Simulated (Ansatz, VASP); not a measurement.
**Two plane-wave programs on Zr**

```xyz
4
Lattice="3.0857 0.0000 0.0000 -1.5429 2.6723 0.0000 0.0000 0.0000 9.9987" Properties=species:S:1:pos:R:3 pbc="T T T"
Zr   -1.5429    2.6723    0.0000
Zr   -1.5429    2.6723    4.9993
Zr    0.0000    1.7816    2.4997
Zr    1.5429    0.8908    7.4990
```

Alike in both runs: task single point; functional PBE; k mesh 13 × 13 × 4; occupations fermi-dirac, width 0.1 eV; no spin polarisation.

|  | VASP | Ansatz |
| --- | --- | --- |
| version | VASP 6.6.1 | Ansatz 0.2.0 |
| potentials or method | VASP PAW PBE potentials, release 64 (Zr_sv), cutoff 520 eV | plane waves (420 eV) with PAW, scalar-relativistic |
| valence electrons in the cell | 48 | 48 |

|  | VASP | Ansatz | Ansatz less VASP |
| --- | --- | --- | --- |
| pressure (GPa) | 14.2 | 14.2 | -0.02 |
| traceless stress, the component that is largest in VASP (GPa) | 0.82 | 0.83 | +0.012 |
